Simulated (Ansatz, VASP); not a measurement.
## Ag in VASP and in Ansatz

Contents of INCAR:

```
SYSTEM = Ag
ALGO = Normal
EDIFF = 1E-8
ENCUT = 520
ISIF = 2
ISMEAR = -1
LASPH = .True.
LCHARG = .False.
LEFG = .True.
LREAL = .False.
LWAVE = .False.
NBANDS = 18
NELM = 80
PREC = Accurate
SIGMA = 0.05
```

Contents of KPOINTS:

```
k-points
0
Gamma
  14 14 8
  0 0 0
```

POSCAR

```
Ag
1.0
    2.9685551083      0.0000000000      0.0000000000
   -1.4842775542      2.5708441364      0.0000000000
    0.0000000000      0.0000000000      4.8530335443
Ag
2
Direct
    0.3333333333      0.6666666667      0.2500000000
    0.6666666667      0.3333333333      0.7500000000
```

Input for Ansatz:

```yaml
crystal:
  lattice:
    - [2.9685551083, 0.0, 0.0]
    - [-1.4842775542, 2.5708441364, 0.0]
    - [0.0, 0.0, 4.8530335443]
  atoms:
    - { symbol: Ag, position: [0.3333333333, 0.6666666667, 0.25] }
    - { symbol: Ag, position: [0.6666666667, 0.3333333333, 0.75] }
kpoints:
  mp_grid: { grid: [14, 14, 8] }
scf:
  occupations: { method: fermi_dirac, width: 0.05 }
hamiltonian:
  xc: lda
  pseudopotentials: { kind: all_electron, datasets: crystal }
output:
  forces: true
  stress: true
  eigenvalues: true
  efg: { contact_densities: true }
```

Change from the starting cell: volume scaled by 1.04, crystal datasets.

Alike in both runs: task electric field gradients; functional LDA; k mesh 14 × 14 × 8; occupations fermi-dirac, width 0.05 eV; no spin polarisation.

|  | VASP | Ansatz |
| --- | --- | --- |
| version | VASP 6.6.1 | Ansatz 0.2.0 |
| potentials or method | VASP PAW LDA potentials, release 64 (Ag), cutoff 520 eV | all-electron PAW with datasets made for the crystal, scalar-relativistic |

|  | VASP | Ansatz | Ansatz less VASP |
| --- | --- | --- | --- |
| pressure (GPa) | -12.9 | -13.1 | -0.15 |
| traceless stress, the component that is largest in VASP (GPa) | -0.22 | -0.22 | +0.005 |
| size of Vzz on the site where it differs most (V/Å²) | 3.5 | 4.0 | +0.42 |

LDA's correlation is that of Perdew and Zunger in VASP and of Perdew and Wang (1992) in Ansatz. Ansatz ran all-electron here, and VASP with PAW potentials.
